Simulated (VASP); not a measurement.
# SiGe4 in VASP: further runs

The runs below take SiGe4 through single point, with PBE.

All numbers are computed with VASP 6.6.1; they aren't measurements. Logs are shortened: lines on timing, memory, paths and dates and some standing lists are left out, and cuts for length are marked.

## Step 1: The cell of the first run

The cell holds a slab with vacuum, 5 atoms: a = 4.074 Å, b = 4.074 Å, c = 19.740 Å, α = 90.00°, β = 90.00°, γ = 120.00°.

## Step 2: Single point, PBE

Contents of INCAR:

```
SYSTEM = SiGe4
ALGO = Normal
DIPOL = 0.5 0.5 0.351
EDIFF = 1E-6
ENCUT = 520
GGA = PE
IDIPOL = 3
ISIF = 2
ISMEAR = 0
LASPH = .True.
LCHARG = .False.
LDIPOL = .True.
LREAL = .False.
LWAVE = .False.
NBANDS = 38
NELM = 100
PREC = Accurate
SIGMA = 0.1
```

Contents of KPOINTS:

```
k-points
0
Gamma
  9 9 1
  0 0 0
```

Contents of POSCAR:

```
SiGe4
1.0
    4.0740542171      0.0000000000      0.0000000000
   -2.0370271085      3.5282344484      0.0000000000
    0.0000000000      0.0000000000     19.7403205846
Ge Si
4 1
Direct
    0.3333333334      0.6666666667      0.2026309544
    0.0000000000      0.0000000000      0.2447585800
    0.0000000000      0.0000000000      0.3792011874
    0.6666666667      0.3333333333      0.4174360061
    0.8888888889      0.7777777778      0.5109770463
```

Potentials or basis: VASP PAW PBE potentials, release 64 (Ge_d, Si).

Started as:

```console
$ cat potpaw_PBE.64/Ge_d/POTCAR potpaw_PBE.64/Si/POTCAR > POTCAR
$ mpirun -np 1 vasp_std > vasp.out
```

OUTCAR:

```text
SYSTEM = SiGe4
   EDIFF = 1E-6
   ENCUT = 520
   GGA = PE
   ISIF = 2
   ISMEAR = 0
   LASPH = .True.
   LREAL = .False.
   NELM = 100
   PREC = Accurate

 ion  position               nearest neighbor table
   1  0.333  0.667  0.203-   2 2.49   2 2.49   2 2.49
   2  0.000  0.000  0.245-   1 2.49   1 2.49   1 2.49   3 2.65
   3  0.000  0.000  0.379-   4 2.47   4 2.47   4 2.47   2 2.65   5 2.72
   4  0.667  0.333  0.417-   5 2.42   3 2.47   3 2.47   3 2.47
   5  0.889  0.778  0.511-   4 2.42   3 2.72

  LATTYP: Found a hexagonal cell.
 ALAT       =     4.0740542171
 C/A-ratio  =     4.8453750325

  Lattice vectors:

 A1 = (   4.0740542171,   0.0000000000,   0.0000000000)
 A2 = (  -2.0370271085,   3.5282344484,   0.0000000000)
 A3 = (   0.0000000000,   0.0000000000,  19.7403205846)

Analysis of symmetry for initial positions (statically):
=====================================================================
 Subroutine PRICEL returns:
 Original cell was already a primitive cell.

 Routine SETGRP: Setting up the symmetry group for a
 hexagonal supercell.

 Subroutine GETGRP returns: Found  2 space group operations
 (whereof  2 operations were pure point group operations)
 out of a pool of 24 trial point group operations.

The static configuration has the point symmetry C_1h.

Analysis of symmetry for dynamics (positions and initial velocities):
=====================================================================
 Subroutine PRICEL returns:
 Original cell was already a primitive cell.

 Routine SETGRP: Setting up the symmetry group for a
 hexagonal supercell.

 Subroutine GETGRP returns: Found  2 space group operations
 (whereof  2 operations were pure point group operations)
 out of a pool of 24 trial point group operations.

The dynamic configuration has the point symmetry C_1h.

 Subroutine INISYM returns: Found  2 space group operations
 (whereof  2 operations are pure point group operations),
 and found     1 'primitive' translations

----------------------------------------------------------------------------------------

                                     Primitive cell

  volume of cell :     283.7517

  direct lattice vectors                    reciprocal lattice vectors
     4.074054217  0.000000000  0.000000000     0.245455742  0.141713939  0.000000000
    -2.037027108  3.528234448  0.000000000     0.000000000  0.283427877  0.000000000
     0.000000000  0.000000000 19.740320585     0.000000000  0.000000000  0.050657739

  length of vectors
     4.074054217  4.074054217 19.740320585     0.283427877  0.283427877  0.050657739

  position of ions in fractional coordinates (direct lattice)
     0.333333333  0.666666667  0.202630954
     0.000000000  0.000000000  0.244758580
     0.000000000  0.000000000  0.379201187
     0.666666667  0.333333333  0.417436006
     0.888888889  0.777777778  0.510977046

  ion indices of the primitive-cell ions
   primitive index   ion index
                 1           1
                 2           2
                 3           3
                 4           4
                 5           5

----------------------------------------------------------------------------------------

 KPOINTS: k-points

Automatic generation of k-mesh.
 Grid dimensions read from file:
 generate k-points for:    9    9    1

 Generating k-lattice:

  Cartesian coordinates                     Fractional coordinates (reciprocal lattice)
     0.027272860  0.015745993  0.000000000     0.111111111 -0.000000000  0.000000000
     0.000000000  0.031491986  0.000000000     0.000000000  0.111111111  0.000000000
     0.000000000  0.000000000  0.050657739     0.000000000  0.000000000  1.000000000

  Length of vectors
     0.031491986  0.031491986  0.050657739

  Shift w.r.t. Gamma in fractional coordinates (k-lattice)
     0.000000000  0.000000000  0.000000000

 Subroutine IBZKPT returns following result:
 ===========================================

 Found     25 irreducible k-points:

 Following reciprocal coordinates:
            Coordinates               Weight
  0.000000  0.000000  0.000000      1.000000
  0.111111 -0.000000  0.000000      4.000000
  0.000000  0.111111  0.000000      2.000000
  0.222222 -0.000000  0.000000      4.000000
  0.000000  0.222222  0.000000      2.000000
  0.333333  0.000000  0.000000      4.000000
[... 16 lines left out ...]
 -0.222222 -0.444444  0.000000      4.000000
  0.444444  0.333333  0.000000      4.000000
   k-points           NKPTS =     25   k-points in BZ     NKDIM =     25   number of bands    NBANDS=     38
   number of dos      NEDOS =    301   number of ions     NIONS =      5
   total plane-waves  NPLWV = 135000
   dimension x,y,z NGX =    30 NGY =   30 NGZ =  150
   dimension x,y,z NGXF=    60 NGYF=   60 NGZF=  300
   ions per type =               4   1
   NGX,Y,Z   is equivalent  to a cutoff of  12.24, 12.24, 12.63 a.u.
   NGXF,Y,Z  is equivalent  to a cutoff of  24.48, 24.48, 25.26 a.u.
 SYSTEM =  SiGe4
   PREC   = accura    normal or accurate (medium, high low for compatibility)
   ISTART =      0    job   : 0-new  1-cont  2-samecut
   ICHARG =      2    charge: 1-file 2-atom 10-const
   ISPIN  =      1    spin polarized calculation?
   LNONCOLLINEAR =      F non collinear calculations
   LSORBIT =      F    spin-orbit coupling
   LASPH  =      T    aspherical Exc in radial PAW
   ENCUT  =  520.0 eV  38.22 Ry    6.18 a.u.   7.58  7.58 36.70*2*pi/ulx,y,z
   NELM   =    100;   NELMIN=  2; NELMDL= -5     # of ELM steps
   EDIFF  = 0.1E-05   stopping-criterion for ELM
   LREAL  =      F    real-space projection
   EDIFFG = 0.1E-04   stopping-criterion for IOM
   NSW    =      0    number of steps for IOM
   IBRION =     -1    ionic relax: 0-MD 1-quasi-New 2-CG
   NFREE  =      0    steps in history (QN), initial steepest desc. (CG)
   ISIF   =      2    stress and relaxation
   ISYM   =      2    0-nonsym 1-usesym 2-fastsym
   POTIM  = 0.5000    time-step for ionic-motion
   TEBEG  =    0.0;   TEEND  =   0.0 temperature during run
   PSTRESS=    0.0 pullay stress
   NELECT =      60.0000    total number of electrons
   NUPDOWN=      -1.0000    fix difference up-down
   EMIN   =  10.00;   EMAX   =-10.00  energy-range for DOS
   EFERMI =   0.00;   METHOD = LEGACY
   ISMEAR =     0;   SIGMA  =   0.10  broadening in eV -4-tet -1-fermi 0-gaus
   EFERMI_NEDOS =   21; number of points for ismear=-14 and -15
   IALGO  =     38    algorithm
   IMIX   =      4    mixing-type and parameters
     AMIX     =   0.40;   BMIX     =  1.00
     AMIX_MAG =   1.60;   BMIX_MAG =  1.00
  volume/ion in A,a.u.               =      56.75       382.97
  Fermi-wavevector in a.u.,A,eV,Ry     =   0.975317  1.843082 12.942449  0.951243
  Thomas-Fermi vector in A             =   2.105847
   LORBIT       =      0    0 simple, 1 ext, 2 COOP (PROOUT), +10 PAW based schemes
   GGA     = PE    functional components
   LHFCALC =     F    Hartree Fock is set to
   AEXX    =    0.0000 exact exchange contribution
   IVDW    =     0    specifies the selected vdW correction
   LEPSILON=     F    determine dielectric tensor
   LRPA    =     F    only Hartree local field effects (RPA)
 non-spin polarized calculation
 Gauss-broadening in eV      SIGMA  =   0.10
  energy-cutoff  :      520.00
  volume of cell :      283.75
 maximum number of plane-waves:      7693
   NGX = 15   NGY = 15   NGZ = 73

 dipolmoment           0.000000      0.000000      0.022845 electrons x Angstroem

 number of electron      59.9999956 magnetization

 dipolmoment           0.000000      0.000000     -0.021643 electrons x Angstroem

 Free energy of the ion-electron system (eV)
  ---------------------------------------------------
  ext. energy  EPLUGINS =         0.00000000
  ---------------------------------------------------
  free energy    TOTEN  =       -20.26206446 eV

  energy without entropy =      -20.24268296  energy(sigma->0) =      -20.25237371

 E-fermi :  -0.9831     XC(G=0):  -4.7669

 val. band max:       -0.9834545098   @ k =   0.4444   0.1111   0.0000
 cond. band min:      -0.9555772624   @ k =  -0.4444   0.2222   0.0000
 fundamental gap:      0.0278772474
 Fermi energy:        -0.9831465210

 k-point     1 :       0.0000    0.0000    0.0000
  band No.  band energies     occupation
      1     -25.7446      2.00000
      2     -25.7154      2.00000
      3     -25.6706      2.00000
      4     -25.6605      2.00000
      5     -25.6259      2.00000
      6     -25.5459      2.00000
[... 30 lines left out ...]
     37       3.0172      0.00000
     38       3.1098      0.00000

 k-point     2 :       0.1111   -0.0000    0.0000
  band No.  band energies     occupation
      1     -25.7484      2.00000
      2     -25.7190      2.00000
      3     -25.6648      2.00000
      4     -25.6544      2.00000
      5     -25.6267      2.00000
      6     -25.5489      2.00000
[... 30 lines left out ...]
     37       3.0854      0.00000
     38       3.2380      0.00000

 k-point     3 :       0.0000    0.1111    0.0000
  band No.  band energies     occupation
      1     -25.7465      2.00000
      2     -25.7220      2.00000
      3     -25.6611      2.00000
      4     -25.6557      2.00000
      5     -25.6276      2.00000
      6     -25.5501      2.00000
[... 30 lines left out ...]
     37       2.9531      0.00000
     38       3.2248      0.00000

 k-point     4 :       0.2222   -0.0000    0.0000
  band No.  band energies     occupation
      1     -25.7551      2.00000
      2     -25.7242      2.00000
      3     -25.6574      2.00000
      4     -25.6408      2.00000
      5     -25.6295      2.00000
      6     -25.5541      2.00000
[... 30 lines left out ...]
     37       3.6026      0.00000
     38       3.8063      0.00000
[... 703 lines left out ...]
      4     -25.6225      2.00000
      5     -25.6030      2.00000
      6     -25.5734      2.00000
[... 30 lines left out ...]
     37       4.1773      0.00000
     38       4.5822      0.00000

 k-point    23 :      -0.2222   -0.4444    0.0000
  band No.  band energies     occupation
      1     -25.7726      2.00000
      2     -25.7054      2.00000
      3     -25.6840      2.00000
      4     -25.6172      2.00000
      5     -25.6030      2.00000
      6     -25.5702      2.00000
[... 30 lines left out ...]
     37       4.2333      0.00000
     38       4.4067      0.00000

 k-point    24 :       0.4444    0.3333    0.0000
  band No.  band energies     occupation
      1     -25.7788      2.00000
      2     -25.7001      2.00000
      3     -25.6715      2.00000
      4     -25.6210      2.00000
      5     -25.6101      2.00000
      6     -25.5811      2.00000
[... 30 lines left out ...]
     37       4.1953      0.00000
     38       4.4604      0.00000

 [... further k-points ...]

------------------------ aborting loop because EDIFF is reached ----------------------------------------

 vacuum level on the upper side and lower side of the slab       (xc-potential included)        -0.300         0.013

  FORCE on cell =-STRESS in cart. coord.  units (eV):
  Direction    XX          YY          ZZ          XY          YZ          ZX
  --------------------------------------------------------------------------------------
  -------------------------------------------------------------------------------------
  Total       -1.4710203      0.7028432      0.4148604      0.0000000      0.4784006      0.0000000
  in kB       -8.3059788      3.9685383      2.3424704      0.0000000      2.7012442      0.0000000
  external PRESSURE =      -0.6649901 kB  Pullay stress =       0.0000000 kB

 VOLUME and BASIS-vectors are now :
 -----------------------------------------------------------------------------
  energy-cutoff  :      520.00
  volume of cell :      283.75
      direct lattice vectors                 reciprocal lattice vectors
     4.074054217  0.000000000  0.000000000     0.245455742  0.141713939  0.000000000
    -2.037027108  3.528234448  0.000000000     0.000000000  0.283427877  0.000000000
     0.000000000  0.000000000 19.740320585     0.000000000  0.000000000  0.050657739

 POSITION                                       TOTAL-FORCE (eV/Angst)
 -----------------------------------------------------------------------------------
      0.00000      2.35216      4.00000        -0.000000     -0.015156      0.129568
      0.00000      0.00000      4.83161        -0.000000     -0.080961     -0.106650
      0.00000      0.00000      7.48555         0.000000      0.397289     -0.849785
      2.03703      1.17608      8.24032        -0.000000     -0.538573      0.827622
      2.03703      2.74418     10.08685         0.000000      0.237402     -0.000755
 -----------------------------------------------------------------------------------
    total drift:                                0.000000      0.000242     -0.000533

  FREE ENERGIE OF THE ION-ELECTRON SYSTEM (eV)
  ---------------------------------------------------
  free  energy   TOTEN  =       -20.2620644591 eV

  energy  without entropy=      -20.2426829594  energy(sigma->0) =      -20.25237371

 vacuum level on the upper side and lower side of the slab         3.510         3.855
```

Run time: 8.6 min. Hardware: 1 thread of Intel Xeon 6975P-C, shared host; peak memory 0.48 GiB.

What came out:

```yaml
Free_energy: -20.2621 eV
Largest_force: 0.987 eV/Å
Band_gap_on_the_k_mesh: zero (band 30 reaches -0.70 eV, above the bottom of band 31 at -1.12 eV)
```

Forces in eV/Å, atoms in the order of the input:
```
Ge   0.000 -0.015  0.130
Ge   0.000 -0.081 -0.107
Ge   0.000  0.397 -0.850
Ge   0.000 -0.539  0.828
Si   0.000  0.237 -0.001
```

Levels at points of the mesh, in eV from the Fermi level:
```csv
k point,band 27,band 28,band 29,band 30,band 31,band 32,band 33,band 34
"(0.00, 0.00, 0.00)",-0.95,-0.84,-0.01,0.05,1.03,1.17,1.46,2.59
```

## Step 3: Single point, PBE

Contents of INCAR:

```
SYSTEM = SiGe4
PREC = Accurate
ENCUT = 520
EDIFF = 1E-7
ISMEAR = 0
SIGMA = 0.1
LREAL = .FALSE.
LASPH = .TRUE.
NELM = 60
ALGO = Normal
ISIF = 2
LWAVE = .FALSE.
LCHARG = .FALSE.
LDIPOL = .TRUE.
IDIPOL = 3
DIPOL = 0.5 0.5 0.350
GGA = PE
NBANDS = 38
```

Contents of KPOINTS:

```
Automatic mesh
0
G
  9 9 1
  0 0 0
```

Contents of POSCAR:

```
SiGe4
1.0
    4.0740542171      0.0000000000      0.0000000000
   -2.0370271085      3.5282344484      0.0000000000
    0.0000000000      0.0000000000     19.7403205846
Ge Si
4 1
Direct
    0.3333333333      0.6666666666      0.2026309544
    0.0000000000      0.0000000000      0.2447585800
    0.0000000000      0.0000000000      0.3792011874
    0.6666666667      0.3333333333      0.4174360061
    1.1111111111      0.5555555555      0.5080779253
```

Potentials or basis: VASP PAW PBE potentials, release 64 (Ge_d, Si).

Started as:

```console
$ cat potpaw_PBE.64/Ge_d/POTCAR potpaw_PBE.64/Si/POTCAR > POTCAR
$ mpirun -np 1 vasp_std > vasp.out
```

OUTCAR:

```text
SYSTEM = SiGe4
   PREC = Accurate
   ENCUT = 520
   EDIFF = 1E-7
   ISMEAR = 0
   LREAL = .FALSE.
   LASPH = .TRUE.
   NELM = 60
   ISIF = 2
   GGA = PE

 ion  position               nearest neighbor table
   1  0.333  0.667  0.203-   2 2.49   2 2.49   2 2.49
   2  0.000  0.000  0.245-   1 2.49   1 2.49   1 2.49   3 2.65
   3  0.000  0.000  0.379-   4 2.47   4 2.47   4 2.47   2 2.65
   4  0.667  0.333  0.417-   5 2.38   3 2.47   3 2.47   3 2.47
   5  0.111  0.556  0.508-   4 2.38

  LATTYP: Found a hexagonal cell.
 ALAT       =     4.0740542171
 C/A-ratio  =     4.8453750325

  Lattice vectors:

 A1 = (   4.0740542171,   0.0000000000,   0.0000000000)
 A2 = (  -2.0370271085,   3.5282344484,   0.0000000000)
 A3 = (   0.0000000000,   0.0000000000,  19.7403205846)

Analysis of symmetry for initial positions (statically):
=====================================================================
 Subroutine PRICEL returns:
 Original cell was already a primitive cell.

 Routine SETGRP: Setting up the symmetry group for a
 hexagonal supercell.

 Subroutine GETGRP returns: Found  2 space group operations
 (whereof  2 operations were pure point group operations)
[... 182 lines left out ...]
      1     -25.6991      2.00000
      2     -25.6926      2.00000
      3     -25.6592      2.00000
      4     -25.6490      2.00000
      5     -25.6413      2.00000
      6     -25.4120      2.00000
[... 973 lines left out ...]
     37       4.3005      0.00000
     38       4.6744      0.00000

 [... further k-points ...]

------------------------ aborting loop because EDIFF is reached ----------------------------------------

 vacuum level on the upper side and lower side of the slab       (xc-potential included)        -0.194         0.097

  FORCE on cell =-STRESS in cart. coord.  units (eV):
  Direction    XX          YY          ZZ          XY          YZ          ZX
  --------------------------------------------------------------------------------------
  -------------------------------------------------------------------------------------
  Total       -0.1081804     -0.6049120      0.1394020      0.4301822      0.2064143      0.3575215
  in kB       -0.6108303     -3.4155793      0.7871206      2.4289838      1.1654988      2.0187116
  external PRESSURE =      -1.0797630 kB  Pullay stress =       0.0000000 kB

 VOLUME and BASIS-vectors are now :
 -----------------------------------------------------------------------------
  energy-cutoff  :      520.00
  volume of cell :      283.75
      direct lattice vectors                 reciprocal lattice vectors
     4.074054217  0.000000000  0.000000000     0.245455742  0.141713939  0.000000000
    -2.037027108  3.528234448  0.000000000     0.000000000  0.283427877  0.000000000
     0.000000000  0.000000000 19.740320585     0.000000000  0.000000000  0.050657739

 POSITION                                       TOTAL-FORCE (eV/Angst)
 -----------------------------------------------------------------------------------
      0.00000      2.35216      4.00000        -0.083279     -0.048081      0.319529
      0.00000      0.00000      4.83161         0.109818      0.063404     -0.302165
      0.00000      0.00000      7.48555         0.125434      0.072419     -0.704931
      2.03703      1.17608      8.24032        -0.416538     -0.240488      0.706443
     -0.67901      1.96013     10.02962         0.264565      0.152746     -0.018876
 -----------------------------------------------------------------------------------
    total drift:                               -0.000014     -0.000007     -0.000905

  FREE ENERGIE OF THE ION-ELECTRON SYSTEM (eV)
  ---------------------------------------------------
  free  energy   TOTEN  =       -20.0845946375 eV

  energy  without entropy=      -20.0720468945  energy(sigma->0) =      -20.07832077

 vacuum level on the upper side and lower side of the slab         3.547         3.806
```

stdout:

```text
POSCAR found type information on POSCAR GeSi
 POSCAR found :  2 types and       5 ions
 scaLAPACK will be used
 LDA part: xc-table for (Slater+PW92), standard interpolation
 POSCAR, INCAR and KPOINTS ok, starting setup
 FFT: planning ... GRIDC
 FFT: planning ... GRID_SOFT
 FFT: planning ... GRID
 WAVECAR not read
 entering main loop
```

Run time: 9.1 min. Hardware: 1 thread of Intel Xeon 6975P-C, shared host; peak memory 0.49 GiB.

What came out:

| Property | Result |
| --- | --- |
| Free energy | -20.0846 eV |
| Largest force | 0.855 eV/Å |
| Band gap on the k mesh | zero (band 30 reaches -0.44 eV, above the bottom of band 31 at -0.91 eV) |

Forces in eV/Å, atoms in the order of the input:
```
Ge  -0.083 -0.048  0.320
Ge   0.110  0.063 -0.302
Ge   0.125  0.072 -0.705
Ge  -0.417 -0.240  0.706
Si   0.265  0.153 -0.019
```

Levels at points of the mesh, in eV from the Fermi level:
| k point | band 27 | band 28 | band 29 | band 30 | band 31 | band 32 | band 33 | band 34 |
| --- | --- | --- | --- | --- | --- | --- | --- | --- |
| (0.00, 0.00, 0.00) | -1.26 | -0.19 | -0.12 | -0.08 | 0.83 | 0.98 | 1.59 | 1.80 |

(Part 1 of 2 ends here.)
